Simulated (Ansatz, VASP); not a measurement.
Sc: VASP beside Ansatz

Contents of INCAR:

```
SYSTEM = Sc
  PREC = Accurate
  ENCUT = 520
  EDIFF = 1E-7
  ISMEAR = -1
  SIGMA = 0.05
  LREAL = .False.
  LASPH = .True.
  NELM = 100
  ALGO = Normal
  ISIF = 2
  LWAVE = .False.
  LCHARG = .False.
  GGA = CA
  NBANDS = 18
```

KPOINTS

```
regular mesh
0
Gamma
  15 15 8
  0 0 0
```

Contents of POSCAR:

```
Sc
1.0
    2.4759695900      0.0000000000      0.0000000000
   -1.2379847950      2.1442525639      0.0000000000
    0.0000000000      0.0000000000      4.2451956380
Sc
2
Direct
    0.3333333333      0.6666666667      0.2500000000
    0.6666666667      0.3333333333      0.7500000000
```

Input for Ansatz:

```yaml
crystal:
  lattice:
    - [2.47596959, 0.0, 0.0]
    - [-1.237984795, 2.1442525639, 0.0]
    - [0.0, 0.0, 4.245195638]
  atoms:
    - { symbol: Sc, position: [0.3333333333, 0.6666666667, 0.25] }
    - { symbol: Sc, position: [0.6666666667, 0.3333333333, 0.75] }
kpoints:
  mp_grid: { grid: [15, 15, 8] }
scf:
  occupations: { method: fermi_dirac, width: 0.05 }
hamiltonian:
  xc: lda
  pseudopotentials: { kind: all_electron, lapw: { basis_error: 0.001 } }
output:
  forces: true
  stress: true
  eigenvalues: true
  populations: true
```

Change from the starting cell: volume scaled by 0.5, LAPW.

Alike in both runs: task single point; functional LDA; k mesh 15 × 15 × 8; occupations fermi-dirac, width 0.05 eV; no spin polarisation.

```csv
,VASP,Ansatz
version,VASP 6.6.1,Ansatz 0.2.0
potentials or method,"VASP PAW LDA potentials, release 64 (Sc_sv), cutoff 520 eV","all-electron LAPW, scalar-relativistic"
```

VASP gave:

```
pressure (GPa)                                                : 108.7
traceless stress, the component that is largest in VASP (GPa) : -0.20
```

Problem. Which values does Ansatz return?

Solution. Pressure (GPa): 106.3; traceless stress, the component that is largest in VASP (GPa): -0.04.

LDA's correlation is that of Perdew and Zunger in VASP and of Perdew and Wang (1992) in Ansatz. Both programs put the cell under a high pressure, so it lies far from rest at this level. Ansatz ran all-electron here, and VASP with PAW potentials.

Noted on VASP's run: the cell as given lies far from equilibrium.
